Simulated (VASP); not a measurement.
# Na: single point with PBE

Crystal: Na.

```
CELL_PARAMETERS angstrom
3.31849 0.00000 0.00000
-1.65925 2.87390 0.00000
0.00000 0.00000 5.44311
ATOMIC_POSITIONS crystal
Na 0.33333 0.66667 0.25000
Na 0.66667 0.33333 0.75000
```

This isn't the form of Na at room conditions, which is bcc.

```
Program                : VASP 6.6.1
Task                   : single point
Functional             : PBE
Potentials or basis    : VASP PAW PBE potentials, release 64 (Na_pv)
Cutoff                 : 520 eV
k mesh                 : 12 × 12 × 6
Occupations            : fermi-dirac, width 0.05 eV
Spin                   : no spin polarisation
Dipole correction      : no
Further INCAR settings : ALGO = Normal; EDIFF = 1e-06; NBANDS = 14
```

| Quantity | Value |
| --- | --- |
| Pressure | 5.3 GPa |
| Band gap on the k mesh | zero (bands 7 and 8 overlap by 5.37 eV) |

Levels at points of the mesh, in eV from the Fermi level:
```csv
k point,band 4,band 5,band 6,band 7,band 8,band 9,band 10,band 11
"(0.00, 0.00, 0.00)",-24.67,-24.67,-24.67,-4.05,0.64,1.38,12.23,12.23
"(0.50, 0.00, 0.00)",-24.71,-24.69,-24.68,0.31,0.63,4.45,4.87,5.68
"(0.00, 0.00, 0.50)",-24.67,-24.67,-24.67,-2.74,-2.74,6.82,6.82,12.86
"(0.50, 0.00, 0.50)",-24.70,-24.69,-24.69,1.32,1.32,2.07,2.07,9.19
```

It took 51 s on 1 thread of Intel Xeon 8259CL (shared host), peak memory 0.19 GiB.

Caveat: the cell stands under pressure.
